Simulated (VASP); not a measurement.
# Hf (Im-3m) in VASP: a series of runs, part 3 of 3

VASP 6.6.1. The steps go on from the part before.

**6. Relaxation of cell and atoms, PBEsol, target pressure 45 GPa, at which the enthalpy is minimised**

This run uses another cell than the first one, of 22.37 Å³/atom, 1.045 times its volume.

INCAR

```
SYSTEM = Hf
ALGO = Normal ; EDIFF = 1E-7
EDIFFG = -0.02 ; ENCUT = 500
GGA = PS ; GGA_COMPAT = .False.
IBRION = 2 ; ISIF = 3
ISMEAR = 1 ; LASPH = .True.
LCHARG = .False. ; LREAL = .False.
LWAVE = .False. ; NELM = 120
NELMIN = 4 ; NSW = 60
PREC = Accurate ; PSTRESS = 450.0
SIGMA = 0.1
```

KPOINTS

```
k-points
0
Gamma
  10 10 10
  0 0 0
```

POSCAR

```
Hf
1.0
    1.7750000000      1.7750000000      1.7750000000
   -1.7750000000      1.7750000000      1.7750000000
   -1.7750000000     -1.7750000000      1.7750000000
Hf
1
Direct
    0.0000000000      0.0000000000      0.0000000000
```

Potentials or basis: VASP PAW PBE potentials, release 64 (Hf_pv).

Command:

```bash
cat potpaw_PBE.64/Hf_pv/POTCAR > POTCAR
mpirun -np 1 vasp_std > vasp.out
```

OUTCAR:

```text
SYSTEM = Hf
   EDIFF = 1E-7
   EDIFFG = -0.02
   ENCUT = 500
   GGA = PS
   IBRION = 2
   ISIF = 3
   ISMEAR = 1
   LASPH = .True.
   LREAL = .False.
   NELM = 120
   NELMIN = 4
   NSW = 60
   PREC = Accurate
   PSTRESS = 450.0

 ion  position               nearest neighbor table
   1  0.000  0.000  0.000-

  LATTYP: Found a body centered cubic cell.
 ALAT       =     3.5500000000

  Lattice vectors:

 A1 = (   1.7750000000,  -1.7750000000,  -1.7750000000)
 A2 = (   1.7750000000,   1.7750000000,   1.7750000000)
 A3 = (  -1.7750000000,  -1.7750000000,   1.7750000000)

Analysis of symmetry for initial positions (statically):
=====================================================================
 Subroutine PRICEL returns:
 Original cell was already a primitive cell.

 Routine SETGRP: Setting up the symmetry group for a
 body centered cubic supercell.

 Subroutine GETGRP returns: Found 48 space group operations
 (whereof 48 operations were pure point group operations)
 out of a pool of 48 trial point group operations.

The static configuration has the point symmetry O_h .

Analysis of symmetry for dynamics (positions and initial velocities):
=====================================================================
 Subroutine PRICEL returns:
 Original cell was already a primitive cell.

 Routine SETGRP: Setting up the symmetry group for a
 body centered cubic supercell.

 Subroutine GETGRP returns: Found 48 space group operations
 (whereof 48 operations were pure point group operations)
 out of a pool of 48 trial point group operations.

The dynamic configuration has the point symmetry O_h .

 Subroutine INISYM returns: Found 48 space group operations
 (whereof 48 operations are pure point group operations),
 and found     1 'primitive' translations

----------------------------------------------------------------------------------------

                                     Primitive cell

  volume of cell :      22.3694

  direct lattice vectors                    reciprocal lattice vectors
     1.775000000  1.775000000  1.775000000     0.281690141  0.000000000  0.281690141
    -1.775000000  1.775000000  1.775000000    -0.281690141  0.281690141  0.000000000
    -1.775000000 -1.775000000  1.775000000     0.000000000 -0.281690141  0.281690141

  length of vectors
     3.074390183  3.074390183  3.074390183     0.398370018  0.398370018  0.398370018

  position of ions in fractional coordinates (direct lattice)
     0.000000000  0.000000000  0.000000000

  ion indices of the primitive-cell ions
   primitive index   ion index
                 1           1

----------------------------------------------------------------------------------------

 KPOINTS: k-points

Automatic generation of k-mesh.
 Grid dimensions read from file:
 generate k-points for:   10   10   10

 Generating k-lattice:

  Cartesian coordinates                     Fractional coordinates (reciprocal lattice)
     0.028169014  0.000000000  0.028169014     0.100000000  0.000000000  0.000000000
    -0.028169014  0.028169014  0.000000000     0.000000000  0.100000000  0.000000000
     0.000000000 -0.028169014  0.028169014     0.000000000  0.000000000  0.100000000

  Length of vectors
     0.039837002  0.039837002  0.039837002

  Shift w.r.t. Gamma in fractional coordinates (k-lattice)
     0.000000000  0.000000000  0.000000000

 Subroutine IBZKPT returns following result:
 ===========================================

 Found     47 irreducible k-points:

 Following reciprocal coordinates:
            Coordinates               Weight
  0.000000  0.000000  0.000000      1.000000
  0.100000  0.000000  0.000000     12.000000
  0.200000  0.000000  0.000000     12.000000
  0.300000  0.000000  0.000000     12.000000
  0.400000  0.000000  0.000000     12.000000
  0.500000  0.000000  0.000000      6.000000
[... 16 lines left out ...]
  0.100000  0.300000  0.100000      8.000000
  0.500000  0.300000  0.100000     24.000000
 [... further k-points ...]
   k-points           NKPTS =     47   k-points in BZ     NKDIM =     47   number of bands    NBANDS=      9
   number of dos      NEDOS =    301   number of ions     NIONS =      1
   total plane-waves  NPLWV =  13824
   dimension x,y,z NGX =    24 NGY =   24 NGZ =   24
   dimension x,y,z NGXF=    48 NGYF=   48 NGZF=   48
   ions per type =               1
   NGX,Y,Z   is equivalent  to a cutoff of  12.98, 12.98, 12.98 a.u.
   NGXF,Y,Z  is equivalent  to a cutoff of  25.96, 25.96, 25.96 a.u.
 SYSTEM =  Hf
   PREC   = accura    normal or accurate (medium, high low for compatibility)
   ISTART =      0    job   : 0-new  1-cont  2-samecut
   ICHARG =      2    charge: 1-file 2-atom 10-const
   ISPIN  =      1    spin polarized calculation?
   LNONCOLLINEAR =      F non collinear calculations
   LSORBIT =      F    spin-orbit coupling
   LASPH  =      T    aspherical Exc in radial PAW
   ENCUT  =  500.0 eV  36.75 Ry    6.06 a.u.   5.61  5.61  5.61*2*pi/ulx,y,z
   NELM   =    120;   NELMIN=  4; NELMDL= -5     # of ELM steps
   EDIFF  = 0.1E-06   stopping-criterion for ELM
   LREAL  =      F    real-space projection
   EDIFFG = -.2E-01   stopping-criterion for IOM
   NSW    =     60    number of steps for IOM
   IBRION =      2    ionic relax: 0-MD 1-quasi-New 2-CG
   NFREE  =      1    steps in history (QN), initial steepest desc. (CG)
   ISIF   =      3    stress and relaxation
   ISYM   =      2    0-nonsym 1-usesym 2-fastsym
   POTIM  = 0.5000    time-step for ionic-motion
   TEBEG  =    0.0;   TEEND  =   0.0 temperature during run
   PSTRESS=  450.0 pullay stress
   NELECT =      10.0000    total number of electrons
   NUPDOWN=      -1.0000    fix difference up-down
   EMIN   =  10.00;   EMAX   =-10.00  energy-range for DOS
   EFERMI =   0.00;   METHOD = LEGACY
   ISMEAR =     1;   SIGMA  =   0.10  broadening in eV -4-tet -1-fermi 0-gaus
   EFERMI_NEDOS =   21; number of points for ismear=-14 and -15
   IALGO  =     38    algorithm
   IMIX   =      4    mixing-type and parameters
     AMIX     =   0.40;   BMIX     =  1.00
     AMIX_MAG =   1.60;   BMIX_MAG =  1.00
  volume/ion in A,a.u.               =      22.37       150.96
  Fermi-wavevector in a.u.,A,eV,Ry     =   1.251766  2.365495 21.319214  1.566918
  Thomas-Fermi vector in A             =   2.385698
   LORBIT       =      0    0 simple, 1 ext, 2 COOP (PROOUT), +10 PAW based schemes
   GGA     = PS    functional components
   LHFCALC =     F    Hartree Fock is set to
   AEXX    =    0.0000 exact exchange contribution
   IVDW    =     0    specifies the selected vdW correction
   LEPSILON=     F    determine dielectric tensor
   LRPA    =     F    only Hartree local field effects (RPA)
 conjugate gradient relaxation of ions
 non-spin polarized calculation
 Methfessel and Paxton  Order N= 1 SIGMA  =   0.10
  energy-cutoff  :      500.00
  volume of cell :       22.37
 maximum number of plane-waves:       586
 NGX is ok and might be reduce to    24
   NGX = 11   NGY = 11   NGZ = 11

--------------------------------------- Ionic step        1  -------------------------------------------

 number of electron      10.0000001 magnetization

 Free energy of the ion-electron system (eV)
  ---------------------------------------------------
  ext. energy  EPLUGINS =         0.00000000
  ---------------------------------------------------
  free energy    TOTEN  =       -10.31774100 eV

  energy without entropy =      -10.31765299  energy(sigma->0) =      -10.31771166

------------------------ aborting loop because EDIFF is reached ----------------------------------------

  FORCE on cell =-STRESS in cart. coord.  units (eV):
  Direction    XX          YY          ZZ          XY          YZ          ZX
  --------------------------------------------------------------------------------------
  -------------------------------------------------------------------------------------
  Total       -0.7174606     -0.7174606     -0.7174606     -0.0000000      0.0000000     -0.0000000
  in kB      -51.3870372    -51.3870372    -51.3870372     -0.0000000      0.0000000     -0.0000000
  external PRESSURE =    -501.3870372 kB  Pullay stress =     450.0000000 kB
[... 24 lines left out ...]
--------------------------------------- Ionic step        2  -------------------------------------------

 number of electron      10.0000000 magnetization

 E-fermi :  18.0702     XC(G=0): -18.3770

 val. band max:       18.0105294774   @ k =   0.5000   0.3000   0.2000
 cond. band min:      18.1046386699   @ k =   0.2000  -0.4000   0.1000
 fundamental gap:      0.0941091925
 Fermi energy:        18.0702143994

 k-point     1 :       0.0000    0.0000    0.0000
  band No.  band energies     occupation
      1      -6.7323      2.00000
      2      -6.7323      2.00000
      3      -6.7323      2.00000
      4      15.7132      2.00000
      5      17.5906      2.00000
      6      17.5906      2.00000
      7      17.5906      2.00000
      8      25.5676      0.00000
      9      25.5676      0.00000
[... 423 lines left out ...]
--------------------------------------- Ionic step        6  -------------------------------------------

 number of electron      10.0000000 magnetization

 Free energy of the ion-electron system (eV)
  ---------------------------------------------------
  ext. energy  EPLUGINS =         0.00000000
  ---------------------------------------------------
  free energy    TOTEN  =        -9.75198965 eV

  energy without entropy =       -9.75241745  energy(sigma->0) =       -9.75213225

 E-fermi :   6.8431     XC(G=0): -12.9823

 val. band max:        6.8365318360   @ k =   0.4000   0.2000   0.0000
 cond. band min:       6.9122987728   @ k =   0.3000   0.1000   0.1000
 fundamental gap:      0.0757669368
 Fermi energy:         6.8431063443

 k-point     1 :       0.0000    0.0000    0.0000
  band No.  band energies     occupation
      1     -21.6247      2.00000
      2     -21.6247      2.00000
      3     -21.6247      2.00000
      4      -1.0625      2.00000
      5       8.5304     -0.00000
      6       8.5304     -0.00000
      7       8.5304     -0.00000
      8      12.3784      0.00000
      9      12.3784      0.00000
[... 308 lines left out ...]
  energy  without entropy=       -9.7524174487  energy(sigma->0) =       -9.75213225

  enthalpy is  TOTEN    =        -5.2263625227 eV   P V=        4.5256271230

 reached required accuracy - stopping structural energy minimisation
```

OSZICAR:

```text
N       E                     dE             d eps       ncg     rms          rms(c)
DAV:   1     0.510250256560E+01    0.51025E+01   -0.58714E+03   854   0.996E+02
DAV:   2    -0.104371859300E+02   -0.15540E+02   -0.15133E+02  1218   0.126E+02
DAV:   3    -0.106961998187E+02   -0.25901E+00   -0.25506E+00   991   0.123E+01
DAV:   4    -0.106976755534E+02   -0.14757E-02   -0.14750E-02  1055   0.968E-01
[... 54 lines left out ...]
DAV:   2    -0.975272701093E+01    0.22914E-02   -0.29618E-03   860   0.558E-01    0.282E-01
DAV:   3    -0.975199498972E+01    0.73202E-03   -0.21472E-03   853   0.418E-01    0.155E-01
DAV:   4    -0.975199213346E+01    0.28563E-05   -0.25617E-05  1007   0.477E-02    0.679E-02
DAV:   5    -0.975198970560E+01    0.24279E-05   -0.52475E-06   993   0.159E-02    0.687E-03
DAV:   6    -0.975198964566E+01    0.59937E-07   -0.21673E-07   881   0.442E-03
   6 F= -.52263625E+01 E0= -.52265051E+01  d E =-.119148E+01
```

CONTCAR:

```text
Hf
   1.00000000000000
     1.5911298206591951    1.5911298206591951    1.5911298206591951
    -1.5911298206591951    1.5911298206591951    1.5911298206591951
    -1.5911298206591951   -1.5911298206591951    1.5911298206591951
  Hf
     1
Direct
     0.0000000000000000    0.0000000000000000    0.0000000000000000

  0.00000000E+00  0.00000000E+00  0.00000000E+00
```

It took 61 s on 1 thread of Intel Xeon 8259CL, shared host; peak memory 0.17 GiB.

Results:

```yaml
Free_energy: -9.7520 eV
Relaxed_volume: 16.11 Å³/atom
Relaxed_cell: a = 2.756 Å, b = 2.756 Å, c = 2.756 Å, α = 70.53°, β = 109.47°, γ = 70.53°
Space_group_after_relaxing_to_0.05_Å: Im-3m (No. 229)
Energy_change_on_relaxing_the_enthalpy_is_what_falls: +565.8 meV/atom
Ionic_steps: 6
Pressure_after_relaxing: 44.9 GPa
Band_gap_on_the_k_mesh: zero (band 5 reaches 8.53 eV, above the bottom of band 6 at 6.19 eV)
```

Step by step:
```
step  energy change (eV)  largest force (eV/Å)  pressure (GPa)  volume (Å³)
   1              0.0000                0.0000           -5.14        22.37
   2             20.3538                0.0000         1292.35         6.50
   3              0.2722                0.0000           28.20        17.43
   4              0.3694                0.0000           33.53        16.92
   5              0.6043                0.0000           47.05        15.98
   6              0.5658                0.0000           44.86        16.11
```

Final structure:
```
CELL_PARAMETERS angstrom
1.59113 1.59113 1.59113
-1.59113 1.59113 1.59113
-1.59113 -1.59113 1.59113
ATOMIC_POSITIONS crystal
Hf 0.00000 0.00000 0.00000
```

Levels at points of the mesh, in eV from the Fermi level:
| k point | band 1 | band 2 | band 3 | band 4 | band 5 | band 6 | band 7 | band 8 | band 9 |
| --- | --- | --- | --- | --- | --- | --- | --- | --- | --- |
| (0.00, 0.00, 0.00) | -28.47 | -28.47 | -28.47 | -7.91 | 1.69 | 1.69 | 1.69 | 5.54 | 5.54 |
| (0.50, 0.00, 0.00) | -30.76 | -29.17 | -28.50 | -4.56 | -1.28 | 3.05 | 5.66 | 7.03 | 11.01 |
| (0.50, 0.50, 0.50) | -30.00 | -30.00 | -30.00 | -4.33 | -4.33 | 9.61 | 9.61 | 9.61 | 10.53 |

Caveat: the cell is relaxed towards a set pressure, so the enthalpy falls and the energy may rise; the volume moved by over 15 % at a fixed basis, so the end points are rough; the PAW data sets were made with another functional, which shifts forces and pressure a little; spin-orbit coupling is left out, which moves the levels of the heavy elements.

**7. The runs side by side**

| task | cell | gap on the mesh (eV) | pressure (GPa) |
| --- | --- | --- | --- |
| single point | a = 3.030 Å, angles 70.5, 109.5, 70.5°, 1 atom | none | -0.8 |
| relaxation of cell and atoms | relaxed from a = 3.074 Å, angles 70.5, 109.5, 70.5°, 1 atom | none | -0.1 |
| relaxation of cell and atoms | relaxed to 15 GPa from a = 3.074 Å, angles 70.5, 109.5, 70.5°, 1 atom | none | 15.0 |
| relaxation of cell and atoms | relaxed to 30 GPa from a = 3.074 Å, angles 70.5, 109.5, 70.5°, 1 atom | none | 30.0 |
| relaxation of cell and atoms | relaxed to 45 GPa from a = 3.074 Å, angles 70.5, 109.5, 70.5°, 1 atom | none | 44.9 |

Alike in all rows: level PBEsol; potentials or basis VASP PAW PBE potentials, release 64 (Hf_pv); no spin polarisation; k mesh 10 × 10 × 10; cutoff (eV) 500; smearing methfessel-paxton 0.1 eV.

Caveats: the PAW data sets were made with another functional, which shifts forces and pressure a little; spin-orbit coupling is left out, which moves the levels of the heavy elements; the cell is relaxed towards a set pressure, so the enthalpy falls and the energy may rise (some runs); the volume moved by over 15 % at a fixed basis, so the end points are rough (some runs).

Total energies depend on the potentials used, so only differences within one code and one set of settings carry meaning.
